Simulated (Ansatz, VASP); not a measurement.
Two plane-wave programs on La

```
La
1.0
     3.32485    0.00000    0.00000
     0.00000    3.32485    0.00000
     0.00000    0.00000    3.32485
La
1
Cartesian
  0.0000 0.0000 0.0000
```

Alike in both runs: functional PBE; k mesh 6 × 6 × 6; occupations gaussian, width 0.1 eV; no spin polarisation.

Ansatz relaxed the structure, and its values are those at the end. VASP's run is a single point on that final structure, the one shown.

|  | VASP | Ansatz |
| --- | --- | --- |
| version | VASP 6.6.1 | Ansatz 0.2.0 |
| potentials or method | VASP PAW PBE potentials, release 64 (La), cutoff 520 eV | scalar-relativistic, plane waves, PAW |
| valence electrons in the cell | 11 | 11 |

```csv
,VASP,Ansatz,Ansatz less VASP
gap on the k mesh at the Fermi level (eV),none,none,-
pressure (GPa),0.1,0.0,-0.02
```

A gap of «none» marks a metal or a gap that the smearing closes. With one functional, cell and mesh, what is left measures potentials, basis and numerics.

Spin-orbit coupling is off throughout.
